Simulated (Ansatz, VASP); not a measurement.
# NaCl in VASP and in Ansatz

The input POSCAR:

```
NaCl
1.0
    3.6449774967      0.0000000000      0.0000000000
    0.0000000000      3.6449774967      0.0000000000
    0.0000000000      0.0000000000      3.4595458397
Na Cl
1 1
Direct
    0.0000000000      0.0000000000      0.0000000000
    0.5000000000      0.5000000000      0.5000000000
```

The input INCAR.step1:

```
SYSTEM = NaCl
  PREC = Accurate
  ENCUT = 1250
  ISMEAR = 0
  SIGMA = 0.01
  LREAL = .FALSE.
  LASPH = .TRUE.
  NELM = 120
  NBANDS = 15
  GGA = PE
  ALGO = Normal
  EDIFF = 1E-5
  LWAVE = .TRUE.
  LCHARG = .FALSE.
  GGA_COMPAT = .FALSE.
```

The input INCAR.step2:

```
SYSTEM = NaCl
  PREC = Accurate
  ENCUT = 1250
  EDIFF = 1E-6
  ISMEAR = 0
  SIGMA = 0.01
  LREAL = .FALSE.
  LASPH = .TRUE.
  NELM = 120
  ALGO = Normal
  ISIF = 2
  LWAVE = .FALSE.
  LCHARG = .FALSE.
  METAGGA = R2SCAN
  LMIXTAU = .TRUE.
  NBANDS = 15
  ISTART = 1
  GGA_COMPAT = .FALSE.
```

KPOINTS

```
regular mesh
0
G
  8 8 8
  0 0 0
```

Input for Ansatz:

```yaml
crystal:
  lattice:
    - [3.6449774967, 0.0, 0.0]
    - [0.0, 3.6449774967, 0.0]
    - [0.0, 0.0, 3.4595458397]
  atoms:
    - { symbol: Na, position: [0.0, 0.0, 0.0] }
    - { symbol: Cl, position: [0.5, 0.5, 0.5] }
kpoints:
  mp_grid: { grid: [8, 8, 8] }
  band_path:
    path: [[0.0, 0.0, 0.0], [0.0, 0.5, 0.0], [0.5, 0.5, 0.0], [0.5, 0.5, 0.5]]
    npoints: 1
hamiltonian:
  xc: r2scan
scf:
  occupations: { method: fixed }
  n_extra_bands: 4
output:
  forces: true
  stress: true
  eigenvalues: true
```

Change from the starting cell: biaxial_xy strain +5.4%.

Alike in both runs: task single point; functional r2SCAN; k mesh 8 × 8 × 8; no spin polarisation.

|  | VASP | Ansatz |
| --- | --- | --- |
| version | VASP 6.6.1 | Ansatz 0.2.0 |
| potentials or method | VASP PAW PBE potentials, release 64 (Na_sv, Cl) | plane waves, PAW |
| plane-wave cutoff (eV) | 1250 | 500 |
| occupations | gaussian, width 0.01 eV | fixed |
| valence electrons in the cell | 16 | 16 |

|  | VASP | Ansatz | Ansatz less VASP |
| --- | --- | --- | --- |
| gap on the k mesh at the Fermi level (eV) | 4.30 | 4.30 | 0.000 |
| pressure (GPa) | -2.4 | -2.3 | +0.06 |
| traceless stress, the component that is largest in VASP (GPa) | 2.53 | 2.53 | +0.004 |

VASP's potentials were made for PBE, not for r2SCAN.
